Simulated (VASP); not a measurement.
A run of VASP 6.6.1 is set up as follows.

File INCAR:

```
PREC = Accurate ; ENCUT = 520
EDIFF = 1E-6 ; ISMEAR = 0
SIGMA = 0.1 ; LREAL = F
LASPH = T ; NELM = 150
ALGO = Normal ; ISIF = 2
LWAVE = F ; LCHARG = F
ISPIN = 2 ; MAGMOM = -0.13 1.53 1.53 1.53 -0.12
LORBIT = 11 ; LMAXMIX = 4
GGA = PE ; NBANDS = 27
```

Contents of KPOINTS:

```
regular mesh
0
Gamma
  2 2 2
```

File POSCAR:

```
AlFe3B
1.0
    3.8223220000      0.0000000000      0.0000000000
    0.0000000000      3.8223220000      0.0000000000
    0.0000000000      0.0000000000      3.8223220000
Al Fe B
1 3 1
Direct
    0.5000000000      0.5000000000      0.5000000000
    0.5000000000      0.0000000000      0.0000000000
    0.0000000000      0.5000000000      0.0000000000
    0.0000000000      0.0000000000      0.5000000000
    0.0000000000      0.0000000000      0.0000000000
```

Potentials or basis: VASP PAW PBE potentials, release 64 (Al, Fe, B).

Command:

```bash
$ cat potpaw_PBE.64/Al/POTCAR potpaw_PBE.64/Fe/POTCAR potpaw_PBE.64/B/POTCAR > POTCAR
$ mpirun -np 1 vasp_std > vasp.out
```

Question: Estimate the pressure.

Answer: -4.2 GPa.

Question: What does it give for the site moments?

Answer: Al -0.02; Fe +0.89; B -0.08 μB.

Caveat: the k points lie up to 0.82 Å⁻¹ apart.
